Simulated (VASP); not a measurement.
A run of VASP 6.6.1:

File INCAR:

```
SYSTEM = InSe
PREC     = Accurate       ! precision mode
ENCUT    = 520            ! plane-wave cutoff, eV
EDIFF    = 1E-6           ! SCF threshold, eV
ISMEAR   = 0              ! smearing method
SIGMA    = 0.05           ! smearing width, eV
LREAL    = .False.        ! projectors in reciprocal space
LASPH    = .True.         ! aspherical terms in the spheres
NELM     = 80             ! most SCF steps
ALGO     = Normal         ! electronic algorithm
ISIF     = 2              ! what is computed and relaxed
LWAVE    = .False.        ! write WAVECAR
LCHARG   = .False.        ! write CHGCAR
GGA      = PE             ! functional
IVDW     = 13             ! dispersion correction
NBANDS   = 27             ! bands
```

KPOINTS

```
regular mesh
0
Gamma
  6 6 6
  0 0 0
```

File POSCAR:

```
InSe
1.0
    5.9180289298     -2.0733727944     -0.0132650992
    5.9180289298      2.0733727944     -0.0132650992
   -1.6227453233      0.0000000000      4.3895412018
In Se
2 2
Direct
    0.8862544392      0.8862544392      0.0331223313
    0.1137455608      0.1137455608      0.9668776687
    0.6560768936      0.6560768936      0.6431125875
    0.3439231064      0.3439231064      0.3568874125
```

Potentials or basis: VASP PAW PBE potentials, release 64 (In_d, Se).

Command:

```console
$ cat potpaw_PBE.64/In_d/POTCAR potpaw_PBE.64/Se/POTCAR > POTCAR
$ mpirun -np 1 vasp_std > vasp.out
```

Hardware: 1 thread of AMD EPYC 9R45 96-Core Processor (Zen 5), with other jobs on the host.

**Question.** Estimate the wall time of this run.

**Answer.** Wall time 2.6 min on 1 thread of AMD EPYC 9R45 96-Core Processor (Zen 5), with other jobs on the host, peak memory 0.34 GiB. Counts: scf iterations 13, k points 68.
